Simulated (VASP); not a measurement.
A run of VASP 6.6.1 is set up as follows.

The input INCAR:

```
PREC = Accurate
ENCUT = 520
EDIFF = 1E-6
ISMEAR = 0
SIGMA = 0.15
LREAL = F
LASPH = T
NELM = 80
ALGO = Fast
ISIF = 2
LWAVE = F
LCHARG = F
GGA = PS
NBANDS = 18
```

Contents of KPOINTS:

```
regular mesh
0
Gamma
  24 24 14
```

File POSCAR:

```
Cu
1.0
    2.5688146370      0.0000000000      0.0000000000
   -1.2844073185      2.2246587333      0.0000000000
    0.0000000000      0.0000000000      4.0021580069
Cu
2
Direct
    0.3333333333      0.6666666667      0.2500000000
    0.6666666667      0.3333333333      0.7500000000
```

Potentials or basis: VASP PAW PBE potentials, release 64 (Cu).

Run with:

```sh
$ cat potpaw_PBE.64/Cu/POTCAR > POTCAR
$ mpirun -np 1 vasp_std > vasp.out
```

Q: Estimate the band gap on the k mesh.

A: Zero (bands 11 and 12 overlap by 5.84 eV).

Q: Estimate the pressure.

A: -0.4 GPa.

Stress tensor (GPa, compression positive):
```
-3.49  0.00  0.00
 0.00 -3.49  0.00
 0.00  0.00  5.90
```

Caveat: the PAW data sets were made with another functional, which shifts forces and pressure a little.
